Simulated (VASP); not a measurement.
A run of VASP 6.6.1 is set up as follows.

INCAR

```
SYSTEM = ZnS
  PREC = Accurate
  ENCUT = 500
  EDIFF = 1E-6
  ISMEAR = 0
  SIGMA = 0.01
  LREAL = .FALSE.
  LASPH = .TRUE.
  NELM = 120
  ALGO = Normal
  ISIF = 2
  LWAVE = .FALSE.
  LCHARG = .FALSE.
  NBANDS = 46
  GGA_COMPAT = .FALSE.
```

File KPOINTS:

```
regular mesh
0
G
  2 4 2
  0 0 0
```

Contents of POSCAR:

```
ZnS
1.0
    7.6220000000      0.0000000000      0.0000000000
   -1.9055000000      3.3004228138      0.0000000000
    0.0000000000      0.0000000000      6.2340000000
Zn S
4 4
Direct
    0.1666666667      0.6666666667      0.0000000000
    0.3333333333      0.3333333333      0.5000000000
    0.6666666667      0.6666666667      0.0000000000
    0.8333333333      0.3333333333      0.5000000000
    0.1666666667      0.6666666667      0.3850000000
    0.3333333333      0.3333333333      0.8850000000
    0.6666666667      0.6666666667      0.3850000000
    0.8333333333      0.3333333333      0.8850000000
```

Potentials or basis: VASP PAW LDA potentials, release 64 (Zn, S).

The run is started by

```sh
$ cat potpaw_LDA.64/Zn/POTCAR potpaw_LDA.64/S/POTCAR > POTCAR
$ mpirun -np 1 vasp_std > vasp.out
```

Task: What does it give for the largest force?

Result: 0.313 eV/Å.

Task: Predict the band gap on the k mesh.

Result: 2.01 eV.

Task: What does it give for the pressure?

Result: -3.6 GPa.

Forces on the atoms (eV/Å):
```
Zn   0.000  0.000  0.313
Zn   0.000  0.000  0.313
Zn   0.000  0.000  0.313
Zn   0.000  0.000  0.313
S    0.000  0.000 -0.313
S    0.000  0.000 -0.313
S    0.000  0.000 -0.313
S    0.000  0.000 -0.313
```

Caveat: the k points lie up to 0.50 Å⁻¹ apart.
